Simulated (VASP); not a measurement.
A run of VASP 6.6.1 is set up as follows.

The input INCAR:

```
PREC     = Accurate       # precision mode
ENCUT    = 520            # plane-wave cutoff, eV
EDIFF    = 1E-6           # SCF threshold, eV
ISMEAR   = 0              # smearing method
SIGMA    = 0.05           # smearing width, eV
LREAL    = F              # projectors in reciprocal space
LASPH    = T              # aspherical terms in the spheres
NELM     = 100            # most SCF steps
ALGO     = Normal         # electronic algorithm
ISIF     = 2              # what is computed and relaxed
LWAVE    = F              # write WAVECAR
LCHARG   = F              # write CHGCAR
GGA      = PE             # functional
NBANDS   = 40             # bands
```

Contents of KPOINTS:

```
Automatic mesh
0
Gamma
  4 4 4
```

Contents of POSCAR:

```
Si4O7
1.0
    5.0799801732      0.0000000000      0.0000000000
    0.0000000000      5.0799801732      0.0000000000
    0.0000000000      0.0000000000      7.0914769300
Si O
4 7
Direct
    0.2944292339      0.2944292339      0.0000000000
    0.2055707661      0.7944292339      0.2500000000
    0.7055707661      0.7055707661      0.5000000000
    0.7944292339      0.2055707661      0.7500000000
    0.4053663613      0.7409644515      0.4248320116
    0.7590355485      0.9053663613      0.6748320116
    0.5946336387      0.2590355485      0.9248320116
    0.7409644515      0.4053663613      0.5751679884
    1.0245936376      0.9944005253      0.2717584203
    0.2590355485      0.5946336387      0.0751679884
    0.0946336387      0.2409644515      0.8251679884
```

Potentials or basis: VASP PAW PBE potentials, release 64 (Si, O).

Run with:

```sh
$ cat potpaw_PBE.64/Si/POTCAR potpaw_PBE.64/O/POTCAR > POTCAR
$ mpirun -np 1 vasp_std > vasp.out
```

Task: Estimate the largest force.

Result: 13.990 eV/Å.

Task: What does it give for the band gap on the k mesh?

Result: 0.35 eV.

Task: Estimate the pressure.

Result: 5.8 GPa.

Stress tensor (GPa, compression positive):
```
 8.33 -9.52  0.74
-9.52  9.15  2.69
 0.74  2.69 -0.14
```

Caveat: the cell differs from its parent crystal (atoms taken out, atom 9 moved 0.500 of the way to it and +0.450 Å across, host rigid).
